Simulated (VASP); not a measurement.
# LiH (Pm-3m) in VASP: G0W0 quasiparticle levels with PBE

Aim: the G0W0 quasiparticle levels of LiH with PBE.

Program: VASP 6.6.1. These are calculated values, not measurements. Logs are shortened: lines on timing, memory, paths and dates and some standing lists are left out, and cuts for length are marked.

### Step 1. The cell of the first run

The structure is cubic, space group Pm-3m (No. 221). Conventional cell: a = 2.502 Å, b = 2.502 Å, c = 2.502 Å, α = 90.00°, β = 90.00°, γ = 90.00°. Li (site symmetry m-3m) has 8 H at 2.17 Å and 6 Li at 2.50 Å within 2.9 Å. H (site symmetry m-3m) has 8 Li at 2.17 Å and 6 H at 2.50 Å within 2.9 Å.

### Step 2. G0W0 quasiparticle levels, PBE

File POSCAR:

```
LiH
1.0
    2.5016587117      0.0000000000      0.0000000000
    0.0000000000      2.5016587117      0.0000000000
    0.0000000000      0.0000000000      2.5016587117
Li H
1 1
Direct
    0.0000000000      0.0000000000      0.0000000000
    0.5000000000      0.5000000000      0.5000000000
```

File INCAR.step1:

```
PREC = Accurate
ENCUT = 500
EDIFF = 1E-8
ISMEAR = 0
SIGMA = 0.01
LREAL = False
LASPH = True
NELM = 60
ALGO = Normal
LWAVE = True
LCHARG = False
GGA = PE
```

File INCAR.step2:

```
PREC = Accurate
ENCUT = 500
EDIFF = 1E-8
ISMEAR = 0
SIGMA = 0.01
LREAL = False
LASPH = True
NELM = 1
ALGO = Exact
LWAVE = True
LCHARG = False
GGA = PE
NBANDS = 86
LOPTICS = True
ISTART = 1
```

File INCAR.step3:

```
PREC = Accurate
ENCUT = 500
EDIFF = 1E-8
ISMEAR = 0
SIGMA = 0.01
LREAL = False
LASPH = True
ALGO = EVGW0
LWAVE = False
LCHARG = False
GGA = PE
NELMGW = 1
NBANDS = 86
ENCUTGW = 180.0
NOMEGA = 96
PRECFOCK = Fast
ISTART = 1
NBANDSGW = 9
OMEGAMAX = 30
```

File KPOINTS:

```
Automatic mesh
0
Gamma
  6 6 6
```

Potentials or basis: VASP PAW PBE potentials, release 64 (Li_GW, H_GW).

The run is started by

```
cat potpaw_PBE.64/Li_GW/POTCAR potpaw_PBE.64/H_GW/POTCAR > POTCAR
cp INCAR.step1 INCAR
mpirun -np 1 vasp_std > vasp.out
cp INCAR.step2 INCAR
mpirun -np 1 vasp_std > vasp.out
cp INCAR.step3 INCAR
mpirun -np 1 vasp_std > vasp.out
```

OUTCAR:

```text
PREC = Accurate
   ENCUT = 500
   EDIFF = 1E-8
   ISMEAR = 0
   LREAL = False
   LASPH = True
   GGA = PE
   NELMGW = 1
   ENCUTGW = 180.0
   PRECFOCK = Fast
   ISTART = 1

 ion  position               nearest neighbor table
   1  0.000  0.000  0.000-   2 2.17   2 2.17   2 2.17   2 2.17   2 2.17   2 2.17   2 2.17   2 2.17

   2  0.500  0.500  0.500-   1 2.17   1 2.17   1 2.17   1 2.17   1 2.17   1 2.17   1 2.17   1 2.17

  LATTYP: Found a simple cubic cell.
 ALAT       =     2.5016587117

  Lattice vectors:

 A1 = (   2.5016587117,   0.0000000000,   0.0000000000)
 A2 = (   0.0000000000,   2.5016587117,   0.0000000000)
 A3 = (   0.0000000000,   0.0000000000,   2.5016587117)

Analysis of symmetry for initial positions (statically):
=====================================================================
 Subroutine PRICEL returns:
 Original cell was already a primitive cell.

 Routine SETGRP: Setting up the symmetry group for a
 simple cubic supercell.

 Subroutine GETGRP returns: Found 48 space group operations
 (whereof 48 operations were pure point group operations)
 out of a pool of 48 trial point group operations.

The static configuration has the point symmetry O_h .

Analysis of symmetry for dynamics (positions and initial velocities):
=====================================================================
 Subroutine PRICEL returns:
 Original cell was already a primitive cell.

 Routine SETGRP: Setting up the symmetry group for a
 simple cubic supercell.

 Subroutine GETGRP returns: Found 48 space group operations
 (whereof 48 operations were pure point group operations)
 out of a pool of 48 trial point group operations.

The dynamic configuration has the point symmetry O_h .

 Subroutine INISYM returns: Found 48 space group operations
 (whereof 48 operations are pure point group operations),
 and found     1 'primitive' translations

----------------------------------------------------------------------------------------

                                     Primitive cell

  volume of cell :      15.6561

  direct lattice vectors                    reciprocal lattice vectors
     2.501658712  0.000000000  0.000000000     0.399734782  0.000000000  0.000000000
     0.000000000  2.501658712  0.000000000     0.000000000  0.399734782  0.000000000
     0.000000000  0.000000000  2.501658712     0.000000000  0.000000000  0.399734782

  length of vectors
     2.501658712  2.501658712  2.501658712     0.399734782  0.399734782  0.399734782

  position of ions in fractional coordinates (direct lattice)
     0.000000000  0.000000000  0.000000000
     0.500000000  0.500000000  0.500000000

  ion indices of the primitive-cell ions
   primitive index   ion index
                 1           1
                 2           2

----------------------------------------------------------------------------------------

 KPOINTS: Automatic mesh

Automatic generation of k-mesh.
 Grid dimensions read from file:
 generate k-points for:    6    6    6

 Generating k-lattice:

  Cartesian coordinates                     Fractional coordinates (reciprocal lattice)
     0.066622464  0.000000000  0.000000000     0.166666667  0.000000000  0.000000000
     0.000000000  0.066622464  0.000000000     0.000000000  0.166666667  0.000000000
     0.000000000  0.000000000  0.066622464     0.000000000  0.000000000  0.166666667

  Length of vectors
     0.066622464  0.066622464  0.066622464

  Shift w.r.t. Gamma in fractional coordinates (k-lattice)
     0.000000000  0.000000000  0.000000000

 Subroutine IBZKPT returns following result:
 ===========================================

 Found     20 irreducible k-points:

 Following reciprocal coordinates:
            Coordinates               Weight
  0.000000  0.000000  0.000000      1.000000
  0.166667  0.000000  0.000000      6.000000
  0.333333  0.000000  0.000000      6.000000
  0.500000  0.000000  0.000000      3.000000
  0.166667  0.166667  0.000000     12.000000
  0.333333  0.166667  0.000000     24.000000
[... 12 lines left out ...]
  0.500000  0.500000  0.333333      6.000000
  0.500000  0.500000  0.500000      1.000000
   k-points           NKPTS =     20   k-points in BZ     NKDIM =    216   number of bands    NBANDS=     86
   number of dos      NEDOS =    301   number of ions     NIONS =      2
   total plane-waves  NPLWV =   5832
   dimension x,y,z NGX =    18 NGY =   18 NGZ =   18
   dimension x,y,z NGXF=    36 NGYF=   36 NGZF=   36
   ions per type =               1   1
   NGX,Y,Z   is equivalent  to a cutoff of  11.96, 11.96, 11.96 a.u.
   NGXF,Y,Z  is equivalent  to a cutoff of  23.92, 23.92, 23.92 a.u.
 SYSTEM =  unknown system
   PREC   = accura    normal or accurate (medium, high low for compatibility)
   ISTART =      1    job   : 0-new  1-cont  2-samecut
   ICHARG =      0    charge: 1-file 2-atom 10-const
   ISPIN  =      1    spin polarized calculation?
   LNONCOLLINEAR =      F non collinear calculations
   LSORBIT =      F    spin-orbit coupling
   LASPH  =      T    aspherical Exc in radial PAW
   ENCUT  =  500.0 eV  36.75 Ry    6.06 a.u.   4.56  4.56  4.56*2*pi/ulx,y,z
   NELM   =     60;   NELMIN=  2; NELMDL=  0     # of ELM steps
   EDIFF  = 0.1E-07   stopping-criterion for ELM
   LREAL  =      F    real-space projection
   EDIFFG = 0.1E-06   stopping-criterion for IOM
   NSW    =      0    number of steps for IOM
   IBRION =     -1    ionic relax: 0-MD 1-quasi-New 2-CG
   NFREE  =      0    steps in history (QN), initial steepest desc. (CG)
   ISIF   =      0    stress and relaxation
   ISYM   =      3    0-nonsym 1-usesym 2-fastsym
   POTIM  = 0.5000    time-step for ionic-motion
   TEBEG  =    0.0;   TEEND  =   0.0 temperature during run
   PSTRESS=    0.0 pullay stress
   NELECT =       2.0000    total number of electrons
   NUPDOWN=      -1.0000    fix difference up-down
   EMIN   =  10.00;   EMAX   =-10.00  energy-range for DOS
   EFERMI =   0.00;   METHOD = LEGACY
   ISMEAR =     0;   SIGMA  =   0.01  broadening in eV -4-tet -1-fermi 0-gaus
   EFERMI_NEDOS =   21; number of points for ismear=-14 and -15
   IALGO  =     38    algorithm
   IMIX   =      4    mixing-type and parameters
     AMIX     =   0.40;   BMIX     =  1.00
     AMIX_MAG =   1.60;   BMIX_MAG =  1.00
  volume/ion in A,a.u.               =       7.83        52.83
  Fermi-wavevector in a.u.,A,eV,Ry     =   0.824499  1.558077  9.249220  0.679799
  Thomas-Fermi vector in A             =   1.936194
   LORBIT       =      0    0 simple, 1 ext, 2 COOP (PROOUT), +10 PAW based schemes
   GGA     = PE    functional components
   LHFCALC =     T    Hartree Fock is set to
   PRECFOCK=fast      Normal, Fast or Accurate (Low or Medium for compatibility)
   ENCUT4O =  -1.0   cutoff for four orbital integrals eV
   NKREDX  =     1    reduce k-point grid by
   NKREDY  =     1    reduce k-point grid by
   NKREDZ  =     1    reduce k-point grid by
   AEXX    =    1.0000 exact exchange contribution
   HFSCREEN=    0.0000 screening length (either q_TF or 0.3 A-1)
   HFSCREENC=   0.0000 screening length for correlation (either q_TF or 0.3 A-1)
   ENCUTFOCK=  -1.0 apply spherical cutoff to Coloumb kernel
   IVDW    =     0    specifies the selected vdW correction
   LEPSILON=     F    determine dielectric tensor
   LRPA    =     F    only Hartree local field effects (RPA)
   LRPAFORCE           =     F    calculate RPA forces
   ENCUTGW             = 180.0    cutoff for response function in eV
   ENCUTGWSOFT         = 144.0    soft cutoff for Coulomb kernel in GW response function in eV
   ENCUTLF             =  -1.0    cutoff for local field effects
   NELMGW              =     1    number of iterations in solving QP/BSE equation
   NELMHF              =     1    number of iterations in the inner HF iteration
   NKREDLFX            =     1    NKREDLFY  =   1   NKREDLFZ  =   1
 non-spin polarized calculation
 Gauss-broadening in eV      SIGMA  =   0.01
  energy-cutoff  :      500.00
  volume of cell :       15.66
 maximum number of plane-waves:       432
  NGX = 12; NGY = 12; NGZ = 12
   NGX =  9   NGY =  9   NGZ =  9
 maximum number of plane-waves:        94

 QP shifts <psi_nk| G(iteration)W_0 |psi_nk>: iteration 1
 for sc-GW calculations column KS-energies equals QP-energies in previous step
 and V_xc(KS)=  KS-energies - (<T + V_ion + V_H > + <T+V_H+V_ion>^1  + <V_x>^1)

 k-point   1 :       0.0000    0.0000    0.0000
  band No.  KS-energies  QP-energies   sigma(KS)   V_xc(KS)     V^pw_x(r,r')   Z            occupation Imag(sigma)

      1      -8.1330      -9.4070     -11.3226      -9.4107     -15.2458       0.6663       2.0000       0.4048
      2      12.7095      13.4732      -6.7972      -7.8209      -1.5592       0.7460       0.0000      -0.5850
      3      12.7095      13.4732      -6.7972      -7.8209      -1.5592       0.7460       0.0000      -0.5850
      4      12.7095      13.4732      -6.7972      -7.8209      -1.5592       0.7460       0.0000      -0.5850
      5      13.2834      13.6896     -10.3186     -10.9063      -3.8260       0.6910       0.0000      -0.9344
      6      15.8463      16.0546      -7.0634      -7.3095      -1.2859       0.8461       0.0000      -1.7064
      7      15.8463      16.0546      -7.0634      -7.3095      -1.2859       0.8461       0.0000      -1.7064
      8      32.4343      34.4422      -6.8454      -9.3330      -1.3392       0.8072       0.0000      -1.9155
      9      32.4343      34.4422      -6.8454      -9.3330      -1.3392       0.8072       0.0000      -1.9155

 k-point   2 :       0.1667    0.0000    0.0000
  band No.  KS-energies  QP-energies   sigma(KS)   V_xc(KS)     V^pw_x(r,r')   Z            occupation Imag(sigma)

      1      -7.7160      -8.9945     -11.3480      -9.4505     -15.0531       0.6738       2.0000       0.3573
      2       7.7677       8.3006      -7.2291      -7.9531      -2.3417       0.7361       0.0000      -0.2810
      3      13.2017      13.6619      -9.7036     -10.3662      -3.4136       0.6945       0.0000      -0.8710
      4      13.3298      14.0902      -6.7964      -7.8106      -1.4941       0.7498       0.0000      -0.6616
      5      13.3298      14.0902      -6.7964      -7.8106      -1.4941       0.7498       0.0000      -0.6616
      6      16.5176      16.7685      -6.9911      -7.3028      -1.2499       0.8049       0.0000      -1.7296
      7      21.8115      22.6706      -6.5797      -7.6008      -1.0327       0.8414       0.0000      -1.9180
      8      28.8928      30.7600      -6.5005      -8.6556      -1.2955       0.8664       0.0000      -2.1044
      9      28.8928      30.7600      -6.5005      -8.6556      -1.2955       0.8664       0.0000      -2.1044
[... 222 lines left out ...]
 k-point  20 :       0.5000    0.5000    0.5000
  band No.  KS-energies  QP-energies   sigma(KS)   V_xc(KS)     V^pw_x(r,r')   Z            occupation Imag(sigma)

      1       0.7538      -0.3172     -13.7581     -12.3577     -14.6446       0.7648       2.0000       0.0607
      2       7.1468       7.8254      -6.2035      -7.1229      -1.3204       0.7380       0.0000      -0.2147
      3       7.1468       7.8254      -6.2035      -7.1229      -1.3204       0.7380       0.0000      -0.2147
      4       7.1468       7.8254      -6.2035      -7.1229      -1.3204       0.7380       0.0000      -0.2147
      5       9.4942       9.9577      -7.6357      -8.2399      -3.0159       0.7670       0.0000      -0.3516
      6       9.4942       9.9577      -7.6357      -8.2399      -3.0159       0.7670       0.0000      -0.3516
      7       9.4942       9.9577      -7.6357      -8.2399      -3.0159       0.7670       0.0000      -0.3516
      8      22.2975      23.1053      -6.4077      -7.4134      -0.6622       0.8032       0.0000      -1.6317
      9      45.7332      48.9751      -7.2873     -10.8595      -1.9186       0.9075       0.0000      -4.0653
```

Run time: 3.9 min. Hardware: 1 thread of Intel Xeon 8259CL, shared host; peak memory 0.34 GiB.

What came out:

| Quantity | Value |
| --- | --- |
| Quasiparticle gap | 2.23 eV |
| Least direct quasiparticle gap | 6.13 eV |
| Band gap of the starting levels on the mesh | 0.67 eV |
| Least direct gap of the starting levels on the mesh | 4.21 eV |

Caveat: the k points lie up to 0.42 Å⁻¹ apart; bands, screening cutoff and mesh are small and nothing is extrapolated, so the quasiparticle values aren't converged; the structure was generated, so it needn't be the stable form of LiH.
